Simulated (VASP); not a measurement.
# Ge (Im-3m) in VASP: further runs

Ge is run at these levels: LDA; tasks: single point.

All numbers are computed with VASP 6.6.1; they aren't measurements. Logs are shortened: lines on timing, memory, paths and dates and some standing lists are left out, and cuts for length are marked.

## 1. The cell of the first run

The structure is cubic, space group Im-3m (No. 229). Conventional cell: a = 2.701 Å, b = 2.701 Å, c = 2.701 Å, α = 90.00°, β = 90.00°, γ = 90.00°. Within 3.1 Å of Ge (site symmetry m-3m) lie 14 Ge at 2.34 to 2.70 Å.

## 2. Single point, LDA (volume scaled by 0.55)

INCAR reads:

```
SYSTEM = Ge
PREC = Accurate
ENCUT = 520
EDIFF = 1E-6
ISMEAR = -1
SIGMA = 0.1
LREAL = .False.
LASPH = .True.
NELM = 100
ALGO = Normal
ISIF = 2
LWAVE = .False.
LCHARG = .False.
GGA = CA
NBANDS = 13
```

KPOINTS reads:

```
Automatic mesh
0
Gamma
  18 18 18
  0 0 0
```

POSCAR reads:

```
Ge
1.0
   -1.3502755144      1.3502755144      1.3502755144
    1.3502755144     -1.3502755144      1.3502755144
    1.3502755144      1.3502755144     -1.3502755144
Ge
1
Direct
    0.0000000000      0.0000000000      0.0000000000
```

Potentials or basis: VASP PAW LDA potentials, release 64 (Ge_d).

Launch:

```
$ cat potpaw_LDA.64/Ge_d/POTCAR > POTCAR
$ mpirun -np 1 vasp_std > vasp.out
```

OUTCAR:

```text
SYSTEM = Ge
   PREC = Accurate
   ENCUT = 520
   EDIFF = 1E-6
   ISMEAR = -1
   LREAL = .False.
   LASPH = .True.
   NELM = 100
   ISIF = 2
   GGA = CA

 ion  position               nearest neighbor table
   1  0.000  0.000  0.000-

  LATTYP: Found a body centered cubic cell.
 ALAT       =     2.7005510288

  Lattice vectors:

 A1 = (  -1.3502755144,   1.3502755144,   1.3502755144)
 A2 = (   1.3502755144,  -1.3502755144,   1.3502755144)
 A3 = (   1.3502755144,   1.3502755144,  -1.3502755144)

Analysis of symmetry for initial positions (statically):
=====================================================================
 Subroutine PRICEL returns:
 Original cell was already a primitive cell.

 Routine SETGRP: Setting up the symmetry group for a
 body centered cubic supercell.

 Subroutine GETGRP returns: Found 48 space group operations
 (whereof 48 operations were pure point group operations)
 out of a pool of 48 trial point group operations.

The static configuration has the point symmetry O_h .

Analysis of symmetry for dynamics (positions and initial velocities):
=====================================================================
 Subroutine PRICEL returns:
 Original cell was already a primitive cell.

 Routine SETGRP: Setting up the symmetry group for a
 body centered cubic supercell.

 Subroutine GETGRP returns: Found 48 space group operations
 (whereof 48 operations were pure point group operations)
 out of a pool of 48 trial point group operations.

The dynamic configuration has the point symmetry O_h .

 Subroutine INISYM returns: Found 48 space group operations
 (whereof 48 operations are pure point group operations),
 and found     1 'primitive' translations

----------------------------------------------------------------------------------------

                                     Primitive cell

  volume of cell :       9.8475

  direct lattice vectors                    reciprocal lattice vectors
    -1.350275514  1.350275514  1.350275514     0.000000000  0.370294799  0.370294799
     1.350275514 -1.350275514  1.350275514     0.370294799  0.000000000  0.370294799
     1.350275514  1.350275514 -1.350275514     0.370294799  0.370294799  0.000000000

  length of vectors
     2.338745795  2.338745795  2.338745795     0.523675927  0.523675927  0.523675927

  position of ions in fractional coordinates (direct lattice)
     0.000000000  0.000000000  0.000000000

  ion indices of the primitive-cell ions
   primitive index   ion index
                 1           1

----------------------------------------------------------------------------------------

 KPOINTS: Automatic mesh

Automatic generation of k-mesh.
 Grid dimensions read from file:
 generate k-points for:   18   18   18

 Generating k-lattice:

  Cartesian coordinates                     Fractional coordinates (reciprocal lattice)
     0.000000000  0.020571933  0.020571933     0.055555556  0.000000000  0.000000000
     0.020571933  0.000000000  0.020571933     0.000000000  0.055555556  0.000000000
     0.020571933  0.020571933  0.000000000     0.000000000  0.000000000  0.055555556

  Length of vectors
     0.029093107  0.029093107  0.029093107

  Shift w.r.t. Gamma in fractional coordinates (k-lattice)
     0.000000000  0.000000000  0.000000000

 Subroutine IBZKPT returns following result:
 ===========================================

 Found    195 irreducible k-points:

 Following reciprocal coordinates:
            Coordinates               Weight
  0.000000  0.000000  0.000000      1.000000
  0.055556  0.000000  0.000000     12.000000
  0.111111  0.000000  0.000000     12.000000
  0.166667  0.000000  0.000000     12.000000
  0.222222  0.000000  0.000000     12.000000
  0.277778  0.000000  0.000000     12.000000
[... 16 lines left out ...]
  0.333333  0.111111  0.000000     48.000000
  0.388889  0.111111  0.000000     48.000000
 [... further k-points ...]
   k-points           NKPTS =    195   k-points in BZ     NKDIM =    195   number of bands    NBANDS=     13
   number of dos      NEDOS =    301   number of ions     NIONS =      1
   total plane-waves  NPLWV =   5832
   dimension x,y,z NGX =    18 NGY =   18 NGZ =   18
   dimension x,y,z NGXF=    36 NGYF=   36 NGZF=   36
   ions per type =               1
   NGX,Y,Z   is equivalent  to a cutoff of  12.80, 12.80, 12.80 a.u.
   NGXF,Y,Z  is equivalent  to a cutoff of  25.59, 25.59, 25.59 a.u.
 SYSTEM =  Ge
   PREC   = accura    normal or accurate (medium, high low for compatibility)
   ISTART =      0    job   : 0-new  1-cont  2-samecut
   ICHARG =      2    charge: 1-file 2-atom 10-const
   ISPIN  =      1    spin polarized calculation?
   LNONCOLLINEAR =      F non collinear calculations
   LSORBIT =      F    spin-orbit coupling
   LASPH  =      T    aspherical Exc in radial PAW
   ENCUT  =  520.0 eV  38.22 Ry    6.18 a.u.   4.35  4.35  4.35*2*pi/ulx,y,z
   NELM   =    100;   NELMIN=  2; NELMDL= -5     # of ELM steps
   EDIFF  = 0.1E-05   stopping-criterion for ELM
   LREAL  =      F    real-space projection
   EDIFFG = 0.1E-04   stopping-criterion for IOM
   NSW    =      0    number of steps for IOM
   IBRION =     -1    ionic relax: 0-MD 1-quasi-New 2-CG
   NFREE  =      0    steps in history (QN), initial steepest desc. (CG)
   ISIF   =      2    stress and relaxation
   ISYM   =      2    0-nonsym 1-usesym 2-fastsym
   POTIM  = 0.5000    time-step for ionic-motion
   TEBEG  =    0.0;   TEEND  =   0.0 temperature during run
   PSTRESS=    0.0 pullay stress
   NELECT =      14.0000    total number of electrons
   NUPDOWN=      -1.0000    fix difference up-down
   EMIN   =  10.00;   EMAX   =-10.00  energy-range for DOS
   EFERMI =   0.00;   METHOD = LEGACY
   ISMEAR =    -1;   SIGMA  =   0.10  broadening in eV -4-tet -1-fermi 0-gaus
   EFERMI_NEDOS =   21; number of points for ismear=-14 and -15
   IALGO  =     38    algorithm
   IMIX   =      4    mixing-type and parameters
     AMIX     =   0.40;   BMIX     =  1.00
     AMIX_MAG =   1.60;   BMIX_MAG =  1.00
  volume/ion in A,a.u.               =       9.85        66.45
  Fermi-wavevector in a.u.,A,eV,Ry     =   1.840808  3.478622 46.104341  3.388573
  Thomas-Fermi vector in A             =   2.893065
   LORBIT       =      0    0 simple, 1 ext, 2 COOP (PROOUT), +10 PAW based schemes
   GGA     = CA    functional components
   LHFCALC =     F    Hartree Fock is set to
   AEXX    =    0.0000 exact exchange contribution
   IVDW    =     0    specifies the selected vdW correction
   LEPSILON=     F    determine dielectric tensor
   LRPA    =     F    only Hartree local field effects (RPA)
 non-spin polarized calculation
  energy-cutoff  :      520.00
  volume of cell :        9.85
 maximum number of plane-waves:       274
 NGX is ok and might be reduce to    18

 number of electron      13.9999987 magnetization

 Free energy of the ion-electron system (eV)
  ---------------------------------------------------
  ext. energy  EPLUGINS =         0.00000000
  ---------------------------------------------------
  free energy    TOTEN  =        -2.25073570 eV

  energy without entropy =       -2.23999095  energy(sigma->0) =       -2.24536333

 E-fermi :  16.0836     XC(G=0): -15.3296

 val. band max:       16.0675588253   @ k =  -0.2778   0.3889   0.1111
 cond. band min:      16.1160389275   @ k =   0.2778   0.1667   0.1667
 fundamental gap:      0.0484801022
 Fermi energy:        16.0835664024

 k-point     1 :       0.0000    0.0000    0.0000
  band No.  band energies     occupation
      1      -9.8819      2.00000
      2      -9.8819      2.00000
      3      -9.8819      2.00000
      4      -9.3997      2.00000
      5      -9.3997      2.00000
      6      -4.5199      2.00000
      7      34.4166      0.00000
      8      34.4166      0.00000
      9      34.4166      0.00000
     10      36.5772      0.00000
     11      36.5772      0.00000
     12      36.5772      0.00000
     13      37.6899      0.00000

 k-point     2 :       0.0556    0.0000    0.0000
  band No.  band energies     occupation
      1      -9.8889      2.00000
      2      -9.8776      2.00000
      3      -9.8594      2.00000
      4      -9.4067      2.00000
      5      -9.3996      2.00000
      6      -4.3881      2.00000
      7      32.3419      0.00000
      8      33.2211      0.00000
      9      33.8664      0.00000
     10      35.2189      0.00000
     11      35.3522      0.00000
     12      36.2859      0.00000
     13      38.7824      0.00000

 k-point     3 :       0.1111    0.0000    0.0000
  band No.  band energies     occupation
      1      -9.9089      2.00000
      2      -9.8685      2.00000
      3      -9.7941      2.00000
      4      -9.4258      2.00000
      5      -9.3993      2.00000
      6      -3.9901      2.00000
      7      28.6616      0.00000
      8      31.3288      0.00000
      9      32.4765      0.00000
     10      33.6597      0.00000
     11      34.5145      0.00000
     12      36.4490      0.00000
     13      39.6686      0.00000
[... 305 lines left out ...]
 k-point    23 :       0.3333    0.1111    0.0000
  band No.  band energies     occupation
      1     -10.0613      2.00000
      2      -9.9734      2.00000
      3      -9.4525      2.00000
      4      -9.4141      2.00000
      5      -9.2305      2.00000
      6       2.5109      2.00000
      7      12.1754      2.00000
      8      21.0403      0.00000
      9      25.1575      0.00000
     10      31.6033      0.00000
     11      35.5347      0.00000
     12      39.9828      0.00000
     13      46.6396      0.00000

 k-point    24 :       0.3889    0.1111    0.0000
  band No.  band energies     occupation
      1     -10.0802      2.00000
      2     -10.0027      2.00000
      3      -9.4359      2.00000
      4      -9.4160      2.00000
      5      -9.1718      2.00000
      6       4.4978      2.00000
      7       9.4631      2.00000
      8      20.6264      0.00000
      9      24.7502      0.00000
     10      31.3177      0.00000
     11      35.3652      0.00000
     12      41.5715      0.00000
     13      45.4187      0.00000

 [... further k-points ...]

------------------------ aborting loop because EDIFF is reached ----------------------------------------

  FORCE on cell =-STRESS in cart. coord.  units (eV):
  Direction    XX          YY          ZZ          XY          YZ          ZX
  --------------------------------------------------------------------------------------
  -------------------------------------------------------------------------------------
  Total       11.2448208     11.2448208     11.2448208      0.0000000      0.0000000     -0.0000000
  in kB     1829.5149131   1829.5149131   1829.5149131      0.0000000      0.0000000     -0.0000000
  external PRESSURE =    1829.5149131 kB  Pullay stress =       0.0000000 kB

 VOLUME and BASIS-vectors are now :
 -----------------------------------------------------------------------------
  energy-cutoff  :      520.00
  volume of cell :        9.85
      direct lattice vectors                 reciprocal lattice vectors
    -1.350275514  1.350275514  1.350275514     0.000000000  0.370294799  0.370294799
     1.350275514 -1.350275514  1.350275514     0.370294799  0.000000000  0.370294799
     1.350275514  1.350275514 -1.350275514     0.370294799  0.370294799  0.000000000

 POSITION                                       TOTAL-FORCE (eV/Angst)
 -----------------------------------------------------------------------------------
      0.00000      0.00000      0.00000         0.000000      0.000000      0.000000
 -----------------------------------------------------------------------------------
    total drift:                                0.000000     -0.000000      0.000000

  FREE ENERGIE OF THE ION-ELECTRON SYSTEM (eV)
  ---------------------------------------------------
  free  energy   TOTEN  =        -2.2507357024 eV

  energy  without entropy=       -2.2399909501  energy(sigma->0) =       -2.24536333
```

Wall time 11 s (1 thread of AMD EPYC 9R45 (Zen 5), shared host); peak memory 0.1 GiB.

What came out:

| Item | Value |
| --- | --- |
| Free energy | -2.2507 eV |
| Pressure | 183.0 GPa |
| Band gap on the k mesh | zero (band 7 reaches 34.42 eV, above the bottom of band 8 at 10.45 eV) |

Caveat: the cell differs from its parent crystal (volume scaled by 0.55).

## 3. Single point, LDA (volume scaled by 0.55)

INCAR reads:

```
PREC = Accurate
ENCUT = 520
EDIFF = 1E-6
ISMEAR = -1
SIGMA = 0.1
LREAL = F
LASPH = T
NELM = 60
ALGO = Normal
ISIF = 2
LWAVE = F
LCHARG = F
GGA = CA
NBANDS = 13
```

KPOINTS reads:

```
Automatic mesh
0
Gamma
  18 18 18
```

POSCAR is that of step 2.

Potentials or basis: VASP PAW LDA potentials, release 64 (Ge_d).

Launch:

```
$ cat potpaw_LDA.64/Ge_d/POTCAR > POTCAR
$ mpirun -np 1 vasp_std > vasp.out
```

It took 11 s on 1 thread of AMD EPYC 9R45 (Zen 5), shared host; peak memory 0.1 GiB.

Results (log left out):

```
Free energy            : -2.2507 eV
Pressure               : 183.0 GPa
Band gap on the k mesh : zero (band 7 reaches 34.42 eV, above the bottom of band 8 at 10.45 eV)
```

Levels at points of the mesh, in eV from the Fermi level:
```csv
k point,band 3,band 4,band 5,band 6,band 7,band 8,band 9,band 10,band 11,band 12
"(0.00, 0.00, 0.00)",-25.97,-25.48,-25.48,-20.60,18.33,18.33,18.33,20.49,20.49,20.49
"(0.50, 0.00, 0.00)",-25.51,-25.47,-25.18,-10.34,-8.91,7.90,10.08,12.58,15.49,29.35
"(0.50, 0.50, 0.50)",-25.25,-25.25,-25.25,-1.43,-1.43,-1.43,3.74,3.77,3.77,34.60
```

Caveat: the cell differs from its parent crystal (volume scaled by 0.55).

## 4. Single point, LDA

INCAR reads:

```
SYSTEM = Ge
PREC     = Accurate       ! precision mode
ENCUT    = 520            ! plane-wave cutoff, eV
EDIFF    = 1E-7           ! SCF threshold, eV
ISMEAR   = -1             ! smearing method
SIGMA    = 0.1            ! smearing width, eV
LREAL    = .FALSE.        ! projectors in reciprocal space
LASPH    = .TRUE.         ! aspherical terms in the spheres
NELM     = 80             ! most SCF steps
ALGO     = Normal         ! electronic algorithm
ISIF     = 2              ! what is computed and relaxed
LWAVE    = .FALSE.        ! write WAVECAR
LCHARG   = .TRUE.         ! write CHGCAR
GGA      = CA             ! functional
LELF     = .TRUE.         ! ELF
LVHAR    = .TRUE.       
NBANDS   = 13             ! bands
```

KPOINTS reads:

```
Automatic mesh
0
G
  18 18 18
  0 0 0
```

POSCAR reads:

```
Ge
1.0
   -1.4275980565      1.4275980565      1.4275980565
    1.4275980565     -1.4275980565      1.4275980565
    1.4275980565      1.4275980565     -1.4275980565
Ge
1
Direct
    0.0000000000      0.0000000000      0.0000000000
```

Launch:

```
$ cat potpaw_LDA.64/Ge_d/POTCAR > POTCAR
$ mpirun -np 1 vasp_std > vasp.out
```

It took 12 s on 1 thread of AMD EPYC 9R45 (Zen 5), shared host; peak memory 0.1 GiB.

Results (log left out):

- Free energy: -3.7148 eV
- Pressure: 89.8 GPa
- Band gap on the k mesh: zero (band 7 reaches 28.41 eV, above the bottom of band 8 at 7.76 eV)

Levels at points of the mesh, in eV from the Fermi level:
```csv
k point,band 5,band 6,band 7,band 8,band 9,band 10
"(0.00, 0.00, 0.00)",-25.10,-18.24,15.38,15.38,15.38,19.57
"(0.50, 0.00, 0.00)",-24.91,-8.74,-8.44,6.82,9.31,11.74
"(0.50, 0.50, 0.50)",-24.95,-1.10,-1.10,-1.10,1.63,3.99
```

## 5. Single point, LDA

This run uses another cell than the first one, of 11.64 Å³/atom, 1.182 times its volume.

INCAR reads:

```
SYSTEM = Ge
ALGO     = Normal         ! electronic algorithm
EDIFF    = 1E-6           ! SCF threshold, eV
ENCUT    = 520            ! plane-wave cutoff, eV
ISIF     = 2              ! what is computed and relaxed
ISMEAR   = 1              ! smearing method
LASPH    = .True.         ! aspherical terms in the spheres
LCHARG   = .False.        ! write CHGCAR
LREAL    = .False.        ! projectors in reciprocal space
LWAVE    = .False.        ! write WAVECAR
NBANDS   = 13             ! bands
NELM     = 80             ! most SCF steps
PREC     = Accurate       ! precision mode
SIGMA    = 0.05           ! smearing width, eV
```

KPOINTS reads:

```
k-points
0
Gamma
  18 18 18
  0 0 0
```

POSCAR is that of step 4.

Launch:

```
$ cat potpaw_LDA.64/Ge_d/POTCAR > POTCAR
$ mpirun -np 1 vasp_std > vasp.out
```

Wall time 11 s (1 thread of AMD EPYC 9R45 (Zen 5), shared host); peak memory 0.1 GiB.

It converged, with:

```yaml
Free_energy: -3.7091 eV
Pressure: 89.7 GPa
Band_gap_on_the_k_mesh: zero (band 7 reaches 28.41 eV, above the bottom of band 8 at 7.76 eV)
```

Levels at points of the mesh, in eV from the Fermi level:
| k point | band 3 | band 4 | band 5 | band 6 | band 7 | band 8 | band 9 | band 10 | band 11 | band 12 |
| --- | --- | --- | --- | --- | --- | --- | --- | --- | --- | --- |
| (0.00, 0.00, 0.00) | -25.39 | -25.06 | -25.06 | -18.20 | 15.42 | 15.42 | 15.42 | 19.61 | 19.61 | 19.61 |
| (0.50, 0.00, 0.00) | -25.08 | -25.06 | -24.87 | -8.70 | -8.40 | 6.86 | 9.35 | 11.78 | 13.66 | 26.49 |
| (0.50, 0.50, 0.50) | -24.91 | -24.91 | -24.91 | -1.06 | -1.06 | -1.06 | 1.67 | 4.03 | 4.03 | 32.46 |

## 6. Single point, LDA (volume scaled by 0.75)

INCAR reads:

```
SYSTEM = Ge
ALGO = Normal ; EDIFF = 1E-7
ENCUT = 520 ; ISIF = 2
ISMEAR = -1 ; LASPH = .True.
LCHARG = .False. ; LREAL = .False.
LWAVE = .False. ; NBANDS = 13
NELM = 80 ; PREC = Accurate
SIGMA = 0.1
```

KPOINTS is that of step 5.

POSCAR reads:

```
Ge
1.0
   -1.4973451387      1.4973451387      1.4973451387
    1.4973451387     -1.4973451387      1.4973451387
    1.4973451387      1.4973451387     -1.4973451387
Ge
1
Direct
    0.0000000000      0.0000000000      0.0000000000
```

Potentials or basis: VASP PAW LDA potentials, release 64 (Ge_d).

Launch:

```
$ cat potpaw_LDA.64/Ge_d/POTCAR > POTCAR
$ mpirun -np 1 vasp_std > vasp.out
```

Run time: 12 s. Hardware: 1 thread of AMD EPYC 9R45 (Zen 5), shared host; peak memory 0.11 GiB.

Results (log left out):

| Property | Result |
| --- | --- |
| Free energy | -4.4288 eV |
| Pressure | 42.8 GPa |
| Band gap on the k mesh | zero (band 7 reaches 23.96 eV, above the bottom of band 8 at 6.28 eV) |

Levels at points of the mesh, in eV from the Fermi level:
```tsv
k point	band 5	band 6	band 7	band 8	band 9	band 10
(0.00, 0.00, 0.00)	-24.92	-16.49	13.17	13.17	13.17	18.02
(0.50, 0.00, 0.00)	-24.78	-8.11	-7.56	5.97	8.55	11.09
(0.50, 0.50, 0.50)	-24.81	-0.88	-0.88	-0.88	0.07	4.16
```

Caveat: the cell differs from its parent crystal (volume scaled by 0.75).

## 7. Overview

| cell | smearing | gap on the mesh (eV) | pressure (GPa) |
| --- | --- | --- | --- |
| a = 2.339 Å, angles 109.5°, 1 atom | fermi-dirac 0.1 eV | none | 183.0 |
| a = 2.473 Å, angles 109.5°, 1 atom | fermi-dirac 0.1 eV | none | 89.8 |
| a = 2.473 Å, angles 109.5°, 1 atom | methfessel-paxton 0.05 eV | none | 89.7 |
| a = 2.593 Å, angles 109.5°, 1 atom | fermi-dirac 0.1 eV | none | 42.8 |

Alike in all rows: task single point; level LDA; potentials or basis VASP PAW LDA potentials, release 64 (Ge_d); no spin polarisation; k mesh 18 × 18 × 18; cutoff (eV) 520.

Total energies depend on the potentials used, so only differences within one code and one set of settings carry meaning.
